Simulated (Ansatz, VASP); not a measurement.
# Zn2SbO3: VASP beside Ansatz

```xyz
6
Lattice="3.5228 0.0000 0.0000 0.0000 5.0444 0.0000 0.0000 0.0000 6.0785" Properties=species:S:1:pos:R:3 pbc="T T T"
Zn    1.7614    2.5222    4.1849
Zn    1.7614    2.5222    1.8936
Sb    1.7614    0.0000    0.0000
O     2.4237    0.0000    3.0392
O     1.0991    0.0000    3.0392
O     1.7614    2.5222    0.0000
```

Alike in both runs: functional PBE; k mesh 6 × 4 × 4; occupations gaussian, width 0.1 eV; no spin polarisation.

Ansatz relaxed the structure, and its values are those at the end. VASP's run is a single point on that final structure, the one shown.

|  | VASP | Ansatz |
| --- | --- | --- |
| version | VASP 6.6.1 | Ansatz 0.2.0 |
| potentials or method | VASP PAW PBE potentials, release 64 (Zn, Sb_d_GW, O), cutoff 600 eV | scalar-relativistic, plane waves, PAW |
| valence electrons in the cell | 57 | 57 |

```tsv
	VASP	Ansatz	Ansatz less VASP
gap on the k mesh at the Fermi level (eV)	none	none	-
pressure (GPa)	0.3	-0.1	-0.40
rms of the force components (eV/Å)	0.158	0.009	-0.1489
```

A gap of «none» marks a metal or a gap that the smearing closes. One of these differences is far larger than is usual between the two programs; its cause wasn't traced. With one functional, cell and mesh, what is left measures potentials, basis and numerics.

Neither program's run includes spin-orbit coupling.
